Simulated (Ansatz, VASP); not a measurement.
**Al2Cu: VASP beside Ansatz**

INCAR

```
SYSTEM = Al2Cu
PREC = Accurate
ENCUT = 520
EDIFF = 1E-6
ISMEAR = 0
SIGMA = 0.1
LREAL = .FALSE.
LASPH = .TRUE.
NELM = 100
ALGO = Normal
ISIF = 2
LWAVE = .FALSE.
LCHARG = .FALSE.
GGA = PE
NBANDS = 16
```

Contents of KPOINTS:

```
regular mesh
0
G
  8 8 8
  0 0 0
```

Contents of POSCAR:

```
Al2Cu
1.0
   -1.3911270000      1.3911270000      5.6892322000
    1.3911270000     -1.3911270000      5.6892322000
    1.3911270000      1.3911270000     -5.6892322000
Al Cu
2 1
Direct
    0.6545720000      0.6545720000      0.0000000000
    0.3454280000      0.3454280000      0.0000000000
    0.0000000000      0.0000000000      0.0000000000
```

Input for Ansatz:

```yaml
crystal:
  lattice:
    - [-1.391127, 1.391127, 5.6892322]
    - [1.391127, -1.391127, 5.6892322]
    - [1.391127, 1.391127, -5.6892322]
  atoms:
    - { symbol: Al, position: [0.654572, 0.654572, 0.0] }
    - { symbol: Al, position: [0.345428, 0.345428, 0.0] }
    - { symbol: Cu, position: [0.0, 0.0, 0.0] }
basis:
  ecutwfc: 420
kpoints:
  mp_grid: { grid: [8, 8, 8] }
hamiltonian:
  xc: pbe
scf:
  occupations: { method: gaussian, width: 0.1 }
  lower_state_search: "off"
output:
  forces: true
  stress: true
  eigenvalues: true
```

Alike in both runs: task single point; functional PBE; k mesh 8 × 8 × 8; occupations gaussian, width 0.1 eV; no spin polarisation.

|  | VASP | Ansatz |
| --- | --- | --- |
| version | VASP 6.6.1 | Ansatz 0.2.0 |
| potentials or method | VASP PAW PBE potentials, release 64 (Al, Cu), cutoff 520 eV | scalar-relativistic, plane waves, PAW |
| valence electrons in the cell | 17 | 25 |

|  | VASP | Ansatz | Ansatz less VASP |
| --- | --- | --- | --- |
| gap on the k mesh at the Fermi level (eV) | none | none | - |
| pressure (GPa) | 0.1 | -0.1 | -0.18 |
| traceless stress, the component that is largest in VASP (GPa) | 2.87 | 2.78 | -0.093 |
| rms of the force components (eV/Å) | 0.097 | 0.106 | +0.0093 |

Atom by atom the forces differ by 0.009 eV/Å (rms over components). A gap of «none» marks a metal or a gap that the smearing closes. VASP's potentials hold 17 valence electrons a cell and Ansatz's 25, so a difference there can come from the potentials and not from the codes.

The k mesh is coarse, so the values compare programs but aren't converged.
